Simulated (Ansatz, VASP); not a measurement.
## Li2S in VASP and in Ansatz

Contents of INCAR:

```
SYSTEM = Li2S
  PREC = Accurate
  ENCUT = 750
  EDIFF = 1E-6
  ISMEAR = 0
  SIGMA = 0.05
  LREAL = .FALSE.
  LASPH = .TRUE.
  NELM = 120
  ALGO = Normal
  ISIF = 2
  LWAVE = .FALSE.
  LCHARG = .FALSE.
  GGA = PE
  NBANDS = 13
  GGA_COMPAT = .FALSE.
```

KPOINTS

```
regular mesh
0
G
  10 10 10
  0 0 0
```

The input POSCAR:

```
Li2S
1.0
    0.0000000000      2.8540007422      2.8540007422
    2.8540007422      0.0000000000      2.8540007422
    2.8540007422      2.8540007422      0.0000000000
Li S
2 1
Direct
    0.2500000000      0.2500000000      0.2500000000
    0.7500000000      0.7500000000      0.7500000000
    0.0000000000      0.0000000000      0.0000000000
```

Input for Ansatz:

```yaml
crystal:
  lattice:
    - [0.0, 2.8540007422, 2.8540007422]
    - [2.8540007422, 0.0, 2.8540007422]
    - [2.8540007422, 2.8540007422, 0.0]
  atoms:
    - { symbol: Li, position: [0.25, 0.25, 0.25] }
    - { symbol: Li, position: [0.75, 0.75, 0.75] }
    - { symbol: S, position: [0.0, 0.0, 0.0] }
basis:
  ecutwfc: 420
  ecutrho_ratio: 4
kpoints:
  mp_grid: { grid: [10, 10, 10] }
hamiltonian:
  xc: pbe
scf:
  occupations: { method: gaussian, width: 0.05 }
output:
  forces: true
  stress: true
  eigenvalues: true
  eigenstates:
    nscf_kmesh: { grid: [18, 18, 18] }
    de_dk: true
    e_range: [-2.5, 5.894586758301]
  write_density: true
  write_potential: true
  elf: true
  volumetric_format: npy
```

Alike in both runs: task single point; functional PBE; k mesh 10 × 10 × 10; occupations gaussian, width 0.05 eV; no spin polarisation.

|  | VASP | Ansatz |
| --- | --- | --- |
| version | VASP 6.6.1 | Ansatz 0.2.0 |
| potentials or method | VASP PAW PBE potentials, release 64 (Li_sv, S), cutoff 750 eV | scalar-relativistic, plane waves, PAW |
| valence electrons in the cell | 12 | 12 |

|  | VASP | Ansatz | Ansatz less VASP |
| --- | --- | --- | --- |
| gap on the k mesh at the Fermi level (eV) | 3.39 | 3.39 | +0.001 |
| least direct gap on the mesh (eV) | 4.24 | 4.24 | -0.004 |
| pressure (GPa) | -0.2 | 0.0 | +0.13 |
